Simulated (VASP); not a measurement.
Si5P:

```
Si P
1.0
     5.42715    0.00000    0.00000
    -2.71357    4.70005    0.00000
     0.00000    0.00000    4.09651
Si P
5 1
Direct
  0.33333 0.66667 0.00000
  0.66667 0.33333 0.00000
  0.50000 0.00000 0.50000
  0.50000 0.50000 0.50000
  0.00000 0.50000 0.50000
  0.00000 0.00000 0.00000
```

The cell was generated, and may not be a known phase.

```yaml
Program: VASP 6.6.1
Task: relaxation of cell and atoms
Functional: PBE
Potentials_or_basis: VASP PAW PBE potentials, release 64 (Si, P)
Cutoff: 600 eV
k_mesh: 6 × 6 × 4
Occupations: gaussian, width 0.1 eV
Spin: no spin polarisation
```

At the start: pressure -5.4 GPa; volume 17.42 Å³/atom.

**Question.** Where does the relaxation end?

**Answer.** Over 6 steps the energy falls by 33.2 meV/atom and the volume is 16.32 Å³/atom (-6.3 %); space group P6/mmm (No. 191, to 0.1 Å) before and after.

Step by step:
| step | energy change (eV) | largest force (eV/Å) | pressure (GPa) | volume (Å³) |
| --- | --- | --- | --- | --- |
| 1 | 0.0000 | 0.0000 | -5.44 | 104.49 |
| 2 | -0.1763 | 0.0000 | 0.92 | 95.79 |
| 3 | -0.1769 | 0.0000 | 0.52 | 96.20 |
| 4 | -0.1924 | 0.0000 | 1.13 | 96.18 |
| 5 | -0.1930 | 0.0000 | 1.21 | 96.18 |
| 6 | -0.1991 | 0.0000 | -0.16 | 97.92 |

Final structure:
```xyz
6
Lattice="5.3929 0.0000 0.0000 -2.6965 4.6704 0.0000 0.0000 0.0000 3.8878" Properties=species:S:1:pos:R:3 pbc="T T T"
Si    0.0000    3.1136    0.0000
Si    2.6965    1.5568    0.0000
Si    2.6965    0.0000    1.9439
Si    1.3482    2.3352    1.9439
Si   -1.3482    2.3352    1.9439
P     0.0000    0.0000    0.0000
```

Caveat: the k points lie up to 0.40 Å⁻¹ apart in the final cell, too coarse for converged energies and pressures of a metal; an odd number of electrons without spin polarisation forces a metal; a magnetic or distorted state may lie lower.
